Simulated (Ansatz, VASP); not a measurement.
As in VASP and in Ansatz

INCAR

```
SYSTEM = As
PREC = Accurate
ENCUT = 520
EDIFF = 1E-6
ISMEAR = 0
SIGMA = 0.02
LREAL = .False.
LASPH = .True.
NELM = 100
ALGO = Normal
ISIF = 2
LWAVE = .False.
LCHARG = .True.
LDIPOL = .True.
IDIPOL = 3
DIPOL = 0.5 0.5 0.500
GGA = PE
LELF = .True.
LVHAR = .True.
LVACPOTAV = .True.
NBANDS = 12
```

File KPOINTS:

```
Automatic mesh
0
Gamma
  9 9 1
  0 0 0
```

The input POSCAR:

```
As
1.0
    3.4390000000      0.0000000000      0.0000000000
   -1.7195000000      2.9782613636      0.0000000000
    0.0000000000      0.0000000000     28.0000000000
As
2
Direct
    0.3333333333      0.6666666667      0.5319285714
    0.6666666667      0.3333333333      0.4680714286
```

Input for Ansatz:

```yaml
crystal:
  lattice:
    - [3.439, 0.0, 0.0]
    - [-1.7195, 2.9782613636, 0.0]
    - [0.0, 0.0, 28.0]
  atoms:
    - { symbol: As, position: [0.3333333333, 0.6666666667, 0.5319285714] }
    - { symbol: As, position: [0.6666666667, 0.3333333333, 0.4680714286] }
  periodic: [true, true, false]
basis:
  ecutwfc: 420
kpoints:
  mp_grid: { grid: [9, 9, 1] }
hamiltonian:
  xc: pbe
scf:
  occupations: { method: gaussian, width: 0.02 }
output:
  forces: true
  stress: true
  eigenvalues: true
```

Alike in both runs: task single point; functional PBE; k mesh 9 × 9 × 1; occupations gaussian, width 0.02 eV; no spin polarisation.

|  | VASP | Ansatz |
| --- | --- | --- |
| version | VASP 6.6.1 | Ansatz 0.2.0 |
| potentials or method | VASP PAW PBE potentials, release 64 (As), cutoff 520 eV | scalar-relativistic, plane waves, PAW |
| valence electrons in the cell | 10 | 30 |

Ansatz gave:

| Quantity | Value |
| --- | --- |
| rms of the force components (eV/Å) | 1.512 |
| work function, face that differs most (eV) | 3.87 |

Task: Which values does VASP return?

Result: rms of the force components (eV/Å): 1.498; work function, face that differs most (eV): 3.86.

Atom by atom the forces differ by 0.014 eV/Å (rms over components). VASP's potentials hold 10 valence electrons a cell and Ansatz's 30, so a difference there can come from the potentials and not from the codes.
